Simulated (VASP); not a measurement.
Write the native input for VASP 6.6.1 that does the following.

- Task: single point
- Functional: r2SCAN
- Potentials or basis: VASP PAW PBE potentials, release 64 (Cu, I)
- Cutoff: 520 eV
- k mesh: 6 × 6 × 4
- Occupations: gaussian, width 0.01 eV
- Spin: no spin polarisation
- Dipole correction: no
- Further INCAR settings: ALGO = Normal; EDIFF = 1e-06; NBANDS = 26

Crystal: CuI (Marshite).

```xyz
4
Lattice="4.1778 0.0000 0.0000 0.0000 4.1778 0.0000 0.0000 0.0000 5.8681" Properties=species:S:1:pos:R:3 pbc="T T T"
Cu    0.0000    0.0000    0.0000
Cu    2.0889    2.0889    0.0000
I     0.0000    2.0889    1.7094
I     2.0889    0.0000    4.1588
```

One way to write it, as run:

POSCAR

```
CuI
1.0
    4.1777769045      0.0000000000      0.0000000000
    0.0000000000      4.1777769045      0.0000000000
    0.0000000000      0.0000000000      5.8681414344
Cu I
2 2
Direct
    0.0000000000      0.0000000000      0.0000000000
    0.5000000000      0.5000000000      0.0000000000
    0.0000000000      0.5000000000      0.2913000000
    0.5000000000      0.0000000000      0.7087000000
```

INCAR.step1

```
SYSTEM = CuI
ALGO = Normal
EDIFF = 1E-4
ENCUT = 520
GGA = PE
ISMEAR = 0
LASPH = .TRUE.
LCHARG = .FALSE.
LREAL = .FALSE.
LWAVE = .TRUE.
NBANDS = 26
NELM = 80
PREC = Accurate
SIGMA = 0.01
```

INCAR.step2

```
SYSTEM = CuI
ALGO = Normal
EDIFF = 1E-6
ENCUT = 520
ISIF = 2
ISMEAR = 0
ISTART = 1
LASPH = .TRUE.
LCHARG = .FALSE.
LMIXTAU = .TRUE.
LREAL = .FALSE.
LWAVE = .FALSE.
METAGGA = R2SCAN
NBANDS = 26
NELM = 80
PREC = Accurate
SIGMA = 0.01
```

KPOINTS

```
k-points
0
G
  6 6 4
  0 0 0
```

Potentials or basis: VASP PAW PBE potentials, release 64 (Cu, I).

Command:

```sh
$ cat potpaw_PBE.64/Cu/POTCAR potpaw_PBE.64/I/POTCAR > POTCAR
$ cp INCAR.step1 INCAR
$ mpirun -np 1 vasp_std > vasp.out
$ cp INCAR.step2 INCAR
$ mpirun -np 1 vasp_std > vasp.out
```

Results of the run:

```yaml
Pressure: -1.0 GPa
Largest_force: 0.821 eV/Å
Band_gap_on_the_k_mesh: 1.82 eV, direct
```

Caveat: the PAW data sets were made with another functional, which shifts forces and pressure a little; spin-orbit coupling is left out, which moves the levels of the heavy elements.

It took 3.1 min on 1 thread of AMD EPYC 9R45 96-Core Processor (Zen 5) (shared host), peak memory 0.23 GiB.
